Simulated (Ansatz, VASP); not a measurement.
## One calculation of Au, two programs

Contents of INCAR:

```
SYSTEM = Au
PREC = Accurate
ENCUT = 520
EDIFF = 1E-6
ISMEAR = 0
SIGMA = 0.15
LREAL = .False.
LASPH = .True.
NELM = 100
ALGO = Fast
ISIF = 2
LWAVE = .False.
LCHARG = .True.
GGA = PE
LELF = .True.
LVHAR = .True.
NBANDS = 12
```

The input KPOINTS:

```
Automatic mesh
0
Gamma
  20 20 20
  0 0 0
```

File POSCAR:

```
Au
1.0
    0.0000000000      2.0148175000      2.0761825000
    2.0148175000      0.0000000000      2.0761825000
    2.0148175000      2.0148175000      0.0000000000
Au
1
Direct
    0.0000000000      0.0000000000      0.0000000000
```

Input for Ansatz:

```yaml
crystal:
  lattice:
    - [0.0, 2.0148175, 2.0761825]
    - [2.0148175, 0.0, 2.0761825]
    - [2.0148175, 2.0148175, 0.0]
  atoms:
    - { symbol: Au, position: [0.0, 0.0, 0.0] }
basis:
  ecutwfc: 420
kpoints:
  mp_grid: { grid: [20, 20, 20] }
hamiltonian:
  xc: pbe
scf:
  occupations: { method: gaussian, width: 0.15 }
output:
  forces: true
  stress: true
  eigenvalues: true
```

Change from the starting cell: strain -0.015 along x and y, +0.015 along z, atoms carried along.

Alike in both runs: task single point; functional PBE; k mesh 20 × 20 × 20; occupations gaussian, width 0.15 eV; no spin polarisation.

|  | VASP | Ansatz |
| --- | --- | --- |
| version | VASP 6.6.1 | Ansatz 0.2.0 |
| potentials or method | VASP PAW PBE potentials, release 64 (Au), cutoff 520 eV | scalar-relativistic, plane waves, PAW |
| valence electrons in the cell | 11 | 19 |

|  | VASP | Ansatz | Ansatz less VASP |
| --- | --- | --- | --- |
| gap on the k mesh at the Fermi level (eV) | none | none | - |
| pressure (GPa) | 10.6 | 10.9 | +0.24 |
| traceless stress, the component that is largest in VASP (GPa) | -0.77 | -0.77 | +0.004 |

A gap of «none» marks a metal or a gap that the smearing closes. VASP's potentials hold 11 valence electrons a cell and Ansatz's 19, so a difference there can come from the potentials and not from the codes.

Neither program's run includes spin-orbit coupling.
